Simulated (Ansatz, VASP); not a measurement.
This is a calculation of Re for VASP 6.6.1.

File INCAR:

```
SYSTEM = Re
PREC = Accurate
ENCUT = 500
EDIFF = 1E-6
ISMEAR = -1
SIGMA = 0.05
LREAL = .FALSE.
LASPH = .TRUE.
NELM = 120
ALGO = Normal
ISIF = 2
LWAVE = .FALSE.
LCHARG = .FALSE.
NBANDS = 38
GGA_COMPAT = .FALSE.
```

Contents of KPOINTS:

```
Automatic mesh
0
G
  11 11 3
  0 0 0
```

The input POSCAR:

```
Re
1.0
    2.7289991972      0.0000000000      0.0000000000
   -1.3644995986      2.3633826317      0.0000000000
    0.0000000000      0.0000000000      8.8180351457
Re
4
Direct
    0.6666666667      0.3333333333      0.7500000000
    0.0000000000      0.0000000000      0.5000000000
    0.3333333333      0.6666666667      0.2500000000
    0.0000000000      0.0000000000      0.0000000000
```

Potentials or basis: VASP PAW LDA potentials, release 64 (Re_sv_GW).

Run with:

```console
$ cat potpaw_LDA.64/Re_sv_GW/POTCAR > POTCAR
$ mpirun -np 1 vasp_std > vasp.out
```

Set up the same calculation for Ansatz 0.2.0. Potentials there: Ansatz PAW.

As run (the cutoff follows the program's own potentials):

input.yaml

```yaml
crystal:
  lattice:
    - [2.7289991972, 0.0, 0.0]
    - [-1.3644995986, 2.3633826317, 0.0]
    - [0.0, 0.0, 8.8180351457]
  atoms:
    - { symbol: Re, position: [0.6666666667, 0.3333333333, 0.75] }
    - { symbol: Re, position: [0.0, 0.0, 0.5] }
    - { symbol: Re, position: [0.3333333333, 0.6666666667, 0.25] }
    - { symbol: Re, position: [0.0, 0.0, 0.0] }
hamiltonian:
  xc: lda
  pseudopotentials: { kind: paw }
kpoints:
  mp_grid: { grid: [11, 11, 3] }
scf:
  occupations: { method: fermi_dirac, width: 0.05 }
output:
  forces: true
  stress: true
  eigenvalues: true
```

Potentials or basis: Ansatz PAW.

Run with:

```sh
$ ansatz run input.yaml --threads 2 --pin off --max-ram 5120MiB --backend cpu --events-out ev --progress --plain --runs-dir out
```

Both were run:

|  | VASP | Ansatz | Ansatz less VASP |
| --- | --- | --- | --- |
| gap on the k mesh at the Fermi level (eV) | none | none | - |
| pressure (GPa) | 2.1 | 3.0 | +0.96 |
| traceless stress, the component that is largest in VASP (GPa) | -0.34 | -0.22 | +0.116 |

LDA's correlation is that of Perdew and Zunger in VASP and of Perdew and Wang (1992) in Ansatz. A gap of «none» marks a metal or a gap that the smearing closes.

Neither program's run includes spin-orbit coupling.
